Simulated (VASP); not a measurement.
PbO2, 6 atoms in the cell. Symmetry: P4_2/mnm, No. 136, tetragonal system. The conventional cell has a = 4.997 Å, b = 4.997 Å, c = 3.412 Å, α = 90.00°, β = 90.00°, γ = 90.00°. Pb (site symmetry mmm) has 6 O at 2.17 to 2.18 Å within 2.9 Å. Within 2.9 Å of O (site symmetry m2m) lie 3 Pb at 2.17 to 2.18 Å and 1 O at 2.72 Å. 

```yaml
Program: VASP 6.6.1
Task: single point
Functional: PBEsol
Potentials_or_basis: VASP PAW PBE potentials, release 64 (Pb_d, O)
Cutoff: 520 eV
k_mesh: 4 × 4 × 6
Occupations: fermi-dirac, width 0.02 eV
Spin: no spin polarisation
Dipole_correction: no
Further_INCAR_settings: ALGO = Normal; EDIFF = 1e-06; NBANDS = 35
```

Potentials or basis: VASP PAW PBE potentials, release 64 (Pb_d, O).

Launch:

```sh
$ cat potpaw_PBE.64/Pb_d/POTCAR potpaw_PBE.64/O/POTCAR > POTCAR
$ mpirun -np 1 vasp_std > vasp.out
```

Hardware: 1 thread of AMD EPYC 9R45 96-Core Processor (Zen 5), with other jobs on the host.

**Question.** Estimate the wall time of this run.

**Answer.** Wall time 40 s on 1 thread of AMD EPYC 9R45 96-Core Processor (Zen 5) (shared host), peak memory 0.2 GiB. Counts: scf iterations 14, k points 24.
